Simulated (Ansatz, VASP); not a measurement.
## MgO: VASP beside Ansatz

```
CELL_PARAMETERS angstrom
0.00000 2.12692 2.12692
2.12692 0.00000 2.12692
2.12692 2.12692 0.00000
ATOMIC_POSITIONS crystal
Mg 0.95298 0.04702 0.95298
O 0.50000 0.50000 0.50000
```

Change from the starting cell: all Mg atoms moved -0.200 Å, as atom 1 along Cartesian [0 1 0].

Alike in both runs: task single point; functional PBE; k mesh 10 × 10 × 10; occupations gaussian, width 0.05 eV; no spin polarisation.

|  | VASP | Ansatz |
| --- | --- | --- |
| version | VASP 6.6.1 | Ansatz 0.2.0 |
| potentials or method | VASP PAW PBE potentials, release 64 (Mg, O), cutoff 520 eV | scalar-relativistic, plane waves, PAW |
| valence electrons in the cell | 8 | 16 |

Ansatz gave:

- gap on the k mesh at the Fermi level (eV): 4.45
- least direct gap on the mesh (eV): 4.45
- pressure (GPa): 3.7
- traceless stress, the component that is largest in VASP (GPa): 8.89
- rms of the force components (eV/Å): 0.714

Question: What did VASP give for the same quantities?

Answer: gap on the k mesh at the Fermi level (eV): 4.44; least direct gap on the mesh (eV): 4.44; pressure (GPa): 3.0; traceless stress, the component that is largest in VASP (GPa): 9.00; rms of the force components (eV/Å): 0.725.

Atom by atom the forces differ by 0.010 eV/Å (rms over components). The functional is the same, so the differences come from potentials, cutoffs and numerics. VASP's potentials hold 8 valence electrons a cell and Ansatz's 16, so a difference there can come from the potentials and not from the codes.
